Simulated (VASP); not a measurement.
Set up this calculation in VASP 6.6.1, as the native input.

```yaml
Task: density of states
Functional: PBEsol
Potentials_or_basis: VASP PAW PBE potentials, release 64 (Zr_sv, B)
Cutoff: 520 eV
k_mesh: 10 × 10 × 8
Occupations: fermi-dirac, width 0.05 eV
Spin: no spin polarisation
Dipole_correction: no
k_mesh_for_the_DOS: 15 × 15 × 12
Occupations_for_the_DOS: tetrahedron
Further_INCAR_settings: ALGO = Normal; EDIFF = 1e-07; NBANDS = 16
```

Crystal: ZrB2.

```
Zr B
1.0
     3.17000    0.00000    0.00000
    -1.58500    2.74530    0.00000
     0.00000    0.00000    3.53300
Zr B
1 2
Direct
  0.00000 0.00000 0.00000
  0.66667 0.33333 0.50000
  0.33333 0.66667 0.50000
```

These files were run (other wordings do the same):

POSCAR

```
ZrB2
1.0
    3.1700000000      0.0000000000      0.0000000000
   -1.5850000000      2.7453005300      0.0000000000
    0.0000000000      0.0000000000      3.5330000000
Zr B
1 2
Direct
    0.0000000000      0.0000000000      0.0000000000
    0.6666666667      0.3333333333      0.5000000000
    0.3333333333      0.6666666667      0.5000000000
```

INCAR.step1

```
SYSTEM = ZrB2
PREC     = Accurate       ! precision mode
ENCUT    = 520            ! plane-wave cutoff, eV
EDIFF    = 1E-7           ! SCF threshold, eV
ISMEAR   = -1             ! smearing method
SIGMA    = 0.05           ! smearing width, eV
LREAL    = .FALSE.        ! projectors in reciprocal space
LASPH    = .TRUE.         ! aspherical terms in the spheres
NELM     = 80             ! most SCF steps
ALGO     = Normal         ! electronic algorithm
ISIF     = 2              ! what is computed and relaxed
LWAVE    = .FALSE.        ! write WAVECAR
LCHARG   = .TRUE.         ! write CHGCAR
LMAXMIX  = 4              ! l up to which the mixer works
GGA      = PS             ! functional
NBANDS   = 16             ! bands
```

KPOINTS.step1

```
Automatic mesh
0
G
  10 10 8
  0 0 0
```

INCAR.step2

```
SYSTEM = ZrB2
PREC     = Accurate       ! precision mode
ENCUT    = 520            ! plane-wave cutoff, eV
EDIFF    = 1E-7           ! SCF threshold, eV
ISMEAR   = -5             ! smearing method
SIGMA    = 0.05           ! smearing width, eV
LREAL    = .FALSE.        ! projectors in reciprocal space
LASPH    = .TRUE.         ! aspherical terms in the spheres
NELM     = 80             ! most SCF steps
ALGO     = Normal         ! electronic algorithm
ISIF     = 2              ! what is computed and relaxed
LWAVE    = .FALSE.        ! write WAVECAR
LCHARG   = .FALSE.        ! write CHGCAR
LMAXMIX  = 4              ! l up to which the mixer works
GGA      = PS             ! functional
LORBIT   = 10             ! projections on sites
NBANDS   = 16             ! bands
NEDOS    = 2001           ! points of the DOS
ICHARG   = 11             ! starting density
```

KPOINTS.step2

```
Automatic mesh
0
G
  15 15 12
  0 0 0
```

Potentials or basis: VASP PAW PBE potentials, release 64 (Zr_sv, B).

Command:

```sh
$ cat potpaw_PBE.64/Zr_sv/POTCAR potpaw_PBE.64/B/POTCAR > POTCAR
$ cp INCAR.step1 INCAR
$ cp KPOINTS.step1 KPOINTS
$ mpirun -np 1 vasp_std > vasp.out
$ cp INCAR.step2 INCAR
$ cp KPOINTS.step2 KPOINTS
$ mpirun -np 1 vasp_std > vasp.out
```

Results of the run:

| Property | Result |
| --- | --- |
| Valence electrons inside the program's atomic spheres | Zr 9.98; B 1.89 |

It took 40 s on 1 thread of AMD EPYC 9R45 96-Core Processor (Zen 5), with other jobs on the host, peak memory 0.18 GiB.
